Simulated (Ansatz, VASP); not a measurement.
## Two plane-wave programs on Ge

```
CELL_PARAMETERS angstrom
0.00000 2.86613 2.88053
2.88053 0.00000 2.88053
2.88053 2.86613 0.00000
ATOMIC_POSITIONS crystal
Ge 0.50000 0.50000 0.50000
Ge 0.75000 0.75000 0.75000
```

Change from the starting cell: strain -0.0050 x Voigt [0, 1, 0, 0, 0, 0], atoms carried along.

Alike in both runs: task single point; functional PBE; k mesh 18 × 18 × 18; occupations gaussian, width 0.15 eV; no spin polarisation.

|  | VASP | Ansatz |
| --- | --- | --- |
| version | VASP 6.6.1 | Ansatz 0.2.0 |
| potentials or method | VASP PAW PBE potentials, release 64 (Ge_d), cutoff 520 eV | scalar-relativistic, plane waves, PAW |
| valence electrons in the cell | 28 | 28 |

```tsv
	VASP	Ansatz	Ansatz less VASP
pressure (GPa)	0.2	0.3	+0.11
traceless stress, the component that is largest in VASP (GPa)	0.22	0.22	0.000
```

With one functional, cell and mesh, what is left measures potentials, basis and numerics.
